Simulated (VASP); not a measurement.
# MnAl3 (Fm-3m) in VASP: notebook, part 2 of 2

VASP 6.6.1.

**3. Single point, PBE, collinear spin, ferromagnetic start**

INCAR reads:

```
SYSTEM = MnAl3
ALGO = Normal
EDIFF = 1E-7
ENCUT = 520
GGA = PE
ISIF = 2
ISMEAR = 0
ISPIN = 2
LASPH = .True.
LCHARG = .False.
LMAXMIX = 4
LORBIT = 11
LREAL = .False.
LWAVE = .False.
MAGMOM = 0 0 0 4
NBANDS = 23
NELM = 150
PREC = Accurate
SIGMA = 0.1
```

KPOINTS reads:

```
k-points
0
Gamma
  12 12 12
  0 0 0
```

POSCAR reads:

```
MnAl3
1.0
    0.0000000000      3.0393544795      3.0393544795
    3.0393544795      0.0000000000      3.0393544795
    3.0393544795      3.0393544795      0.0000000000
Al Mn
3 1
Direct
    0.2500000000      0.2500000000      0.2500000000
    0.7500000000      0.7500000000      0.7500000000
    0.5000000000      0.5000000000      0.5000000000
    0.0000000000      0.0000000000      0.0000000000
```

Potentials or basis: VASP PAW PBE potentials, release 64 (Al, Mn_pv).

Launch:

```sh
$ cat potpaw_PBE.64/Al/POTCAR potpaw_PBE.64/Mn_pv/POTCAR > POTCAR
$ mpirun -np 1 vasp_std > vasp.out
```

OUTCAR:

```text
SYSTEM = MnAl3
   EDIFF = 1E-7
   ENCUT = 520
   GGA = PE
   ISIF = 2
   ISMEAR = 0
   ISPIN = 2
   LASPH = .True.
   LORBIT = 11
   LREAL = .False.
   NELM = 150
   PREC = Accurate

 ion  position               nearest neighbor table
   1  0.250  0.250  0.250-   4 2.63   4 2.63   4 2.63   3 2.63   4 2.63   3 2.63   3 2.63   3 2.63
                             2 3.04   2 3.04   2 3.04   2 3.04   2 3.04   2 3.04
   2  0.750  0.750  0.750-   3 2.63   3 2.63   3 2.63   3 2.63   4 2.63   4 2.63   4 2.63   4 2.63
                             1 3.04   1 3.04   1 3.04   1 3.04   1 3.04   1 3.04
   3  0.500  0.500  0.500-   1 2.63   1 2.63   1 2.63   1 2.63   2 2.63   2 2.63   2 2.63   2 2.63
                             4 3.04   4 3.04   4 3.04   4 3.04   4 3.04   4 3.04
   4  0.000  0.000  0.000-   2 2.63   2 2.63   2 2.63   1 2.63   2 2.63   1 2.63   1 2.63   1 2.63
                             3 3.04   3 3.04   3 3.04   3 3.04   3 3.04   3 3.04

  LATTYP: Found a face centered cubic cell.
 ALAT       =     6.0787089590

  Lattice vectors:

 A1 = (   0.0000000000,   3.0393544795,   3.0393544795)
 A2 = (   3.0393544795,   0.0000000000,   3.0393544795)
 A3 = (   3.0393544795,   3.0393544795,   0.0000000000)

Analysis of symmetry for initial positions (statically):
=====================================================================
 Subroutine PRICEL returns:
 Original cell was already a primitive cell.

 Routine SETGRP: Setting up the symmetry group for a
 face centered cubic supercell.

 Subroutine GETGRP returns: Found 48 space group operations
 (whereof 48 operations were pure point group operations)
 out of a pool of 48 trial point group operations.

The static configuration has the point symmetry O_h .

Analysis of symmetry for dynamics (positions and initial velocities):
=====================================================================
 Subroutine PRICEL returns:
 Original cell was already a primitive cell.

 Routine SETGRP: Setting up the symmetry group for a
 face centered cubic supercell.

[... 169 lines left out ...]

 E-fermi :   9.2127     XC(G=0): -11.1934

 val. band max:        9.2009311985   @ k =   0.4167   0.3333   0.0000
 cond. band min:       9.2136942965   @ k =   0.4167   0.1667   0.0000
 fundamental gap:      0.0127630980
 Fermi energy:         9.2127291448

 spin component 1

 k-point     1 :       0.0000    0.0000    0.0000
  band No.  band energies     occupation
      1     -39.0619      1.00000
      2     -39.0619      1.00000
      3     -39.0619      1.00000
      4      -2.0907      1.00000
      5       6.2536      1.00000
      6       6.2536      1.00000
[... 613 lines left out ...]
     22      19.7196      0.00000
     23      20.7084      0.00000

 [... further k-points ...]

 spin component 2

 k-point     1 :       0.0000    0.0000    0.0000
  band No.  band energies     occupation
      1     -37.4874      1.00000
      2     -37.4874      1.00000
      3     -37.4874      1.00000
      4      -2.0821      1.00000
      5       6.7418      1.00000
      6       6.7418      1.00000
[... 613 lines left out ...]
     22      19.7525      0.00000
     23      20.7869      0.00000

 [... further k-points ...]

------------------------ aborting loop because EDIFF is reached ----------------------------------------

  FORCE on cell =-STRESS in cart. coord.  units (eV):
  Direction    XX          YY          ZZ          XY          YZ          ZX
  --------------------------------------------------------------------------------------
  -------------------------------------------------------------------------------------
  Total        0.0033471      0.0033471      0.0033471      0.0000000     -0.0000000     -0.0000000
  in kB        0.0954996      0.0954996      0.0954996      0.0000000     -0.0000000     -0.0000000
  external PRESSURE =       0.0954996 kB  Pullay stress =       0.0000000 kB

 VOLUME and BASIS-vectors are now :
 -----------------------------------------------------------------------------
  energy-cutoff  :      520.00
  volume of cell :       56.15
      direct lattice vectors                 reciprocal lattice vectors
     0.000000000  3.039354480  3.039354480    -0.164508616  0.164508616  0.164508616
     3.039354480  0.000000000  3.039354480     0.164508616 -0.164508616  0.164508616
     3.039354480  3.039354480  0.000000000     0.164508616  0.164508616 -0.164508616

 POSITION                                       TOTAL-FORCE (eV/Angst)
 -----------------------------------------------------------------------------------
      1.51968      1.51968      1.51968         0.000000      0.000000      0.000000
      4.55903      4.55903      4.55903        -0.000000     -0.000000     -0.000000
      3.03935      3.03935      3.03935        -0.000000     -0.000000     -0.000000
      0.00000      0.00000      0.00000        -0.000000     -0.000000     -0.000000
 -----------------------------------------------------------------------------------
    total drift:                                0.000000     -0.000000     -0.000000

  FREE ENERGIE OF THE ION-ELECTRON SYSTEM (eV)
  ---------------------------------------------------
  free  energy   TOTEN  =       -19.9171055727 eV

  energy  without entropy=      -19.8985721866  energy(sigma->0) =      -19.90783888

 total charge

# of ion       s       p       d       tot
------------------------------------------
    1        0.393   0.400   0.000   0.793
    2        0.393   0.400   0.000   0.793
    3        0.388   0.398   0.000   0.786
    4        0.332   6.235   5.226  11.793
--------------------------------------------------
tot          1.505   7.433   5.226  14.165

 magnetization (x)

# of ion       s       p       d       tot
------------------------------------------
    1       -0.015  -0.010   0.000  -0.025
    2       -0.015  -0.010   0.000  -0.025
    3       -0.015  -0.010   0.000  -0.025
    4        0.003   0.044   1.491   1.538
--------------------------------------------------
tot         -0.042   0.014   1.491   1.463
```

OSZICAR:

```text
N       E                     dE             d eps       ncg     rms          rms(c)
DAV:   1     0.128544109037E+03    0.12854E+03   -0.10942E+04  6800   0.920E+02
DAV:   2    -0.170258506957E+02   -0.14557E+03   -0.13974E+03  7149   0.248E+02
DAV:   3    -0.219379550404E+02   -0.49121E+01   -0.48657E+01  8033   0.484E+01
DAV:   4    -0.220082755572E+02   -0.70321E-01   -0.70303E-01  7598   0.584E+00
DAV:   5    -0.220102468693E+02   -0.19713E-02   -0.19713E-02  8278   0.984E-01    0.185E+01
DAV:   6    -0.340903085345E+02   -0.12080E+02   -0.97280E+01  7303   0.655E+01    0.423E+01
DAV:   7    -0.198429530628E+02    0.14247E+02   -0.38892E+01  7563   0.604E+01    0.398E+00
DAV:   8    -0.199526093312E+02   -0.10966E+00   -0.89074E-01  7394   0.526E+00    0.201E+00
DAV:   9    -0.199160780248E+02    0.36531E-01   -0.12826E-01  7626   0.210E+00    0.144E+00
DAV:  10    -0.199169902967E+02   -0.91227E-03   -0.10612E-02  7811   0.673E-01    0.383E-01
DAV:  11    -0.199171323093E+02   -0.14201E-03   -0.25254E-03  7535   0.322E-01    0.202E-01
DAV:  12    -0.199170819171E+02    0.50392E-04   -0.15932E-03  8148   0.208E-01    0.952E-02
DAV:  13    -0.199171028800E+02   -0.20963E-04   -0.17240E-04  7506   0.861E-02    0.325E-02
DAV:  14    -0.199171057883E+02   -0.29082E-05   -0.22293E-05  8091   0.284E-02    0.147E-02
DAV:  15    -0.199171058551E+02   -0.66861E-07   -0.73376E-06  7591   0.168E-02    0.529E-03
DAV:  16    -0.199171056495E+02    0.20562E-06   -0.47532E-07  7826   0.495E-03    0.188E-03
DAV:  17    -0.199171055727E+02    0.76809E-07   -0.63560E-08  4047   0.152E-03
   1 F= -.19917106E+02 E0= -.19907839E+02  d E =-.185334E-01  mag=     1.4974
```

Run time: 3.9 min. Hardware: 1 thread of Intel Xeon 8259CL, shared host; peak memory 0.29 GiB.

Results:

- Free energy: -19.9171 eV
- Pressure: 0.0 GPa
- Net moment: 1.50 μB per cell
- Site moments: Al -0.03; Mn +1.54 μB
- Valence electrons inside the program's atomic spheres: Al 0.79; Mn 11.79

**4. Single point, PBE, collinear spin, ferromagnetic start**

INCAR reads:

```
PREC = Accurate
ENCUT = 520
EDIFF = 1E-6
ISMEAR = 0
SIGMA = 0.1
LREAL = F
LASPH = T
NELM = 150
ALGO = Normal
ISIF = 2
LWAVE = F
LCHARG = F
ISPIN = 2
MAGMOM = 0 0 0 5
LORBIT = 11
LMAXMIX = 4
GGA = PE
NBANDS = 23
```

KPOINTS reads:

```
regular mesh
0
Gamma
  12 12 12
```

POSCAR is that of step 3.

Launch:

```sh
$ cat potpaw_PBE.64/Al/POTCAR potpaw_PBE.64/Mn_pv/POTCAR > POTCAR
$ mpirun -np 1 vasp_std > vasp.out
```

Wall time 3.7 min (1 thread of Intel Xeon 8259CL, shared host); peak memory 0.29 GiB.

The run converged. Its results:

* Free energy: -19.9171 eV
* Pressure: 0.0 GPa
* Net moment: 1.50 μB per cell
* Site moments: Al -0.03; Mn +1.54 μB
* Valence electrons inside the program's atomic spheres: Al 0.79; Mn 11.79

Levels at points of the mesh, in eV from the Fermi level:
Spin up:
```
           k point  band 8  band 9  band 10  band 11  band 12  band 13  band 14  band 15  band 16  band 17
(0.00, 0.00, 0.00)   -1.79   -1.79    -0.10    -0.10    -0.10     1.73     2.59     2.59     2.59     3.74
(0.50, 0.00, 0.00)   -1.52   -1.36    -1.36    -0.51    -0.51    -0.15     1.46     1.46     3.71     6.42
(0.50, 0.50, 0.00)   -3.86   -2.44    -1.31    -1.25    -1.25     0.30     1.41     6.81     6.81     7.15
```
Spin down:
| k point | band 8 | band 9 | band 10 | band 11 | band 12 | band 13 |
| --- | --- | --- | --- | --- | --- | --- |
| (0.00, 0.00, 0.00) | -0.50 | -0.50 | -0.10 | -0.10 | -0.10 | 1.64 |
| (0.50, 0.00, 0.00) | -0.63 | -0.45 | -0.45 | -0.24 | -0.17 | -0.17 |
| (0.50, 0.50, 0.00) | -3.86 | -1.97 | -0.16 | -0.16 | 0.24 | 1.72 |

Caveat: the moment fell far below its start of 5 μB, so a state of higher moment may lie lower in energy.
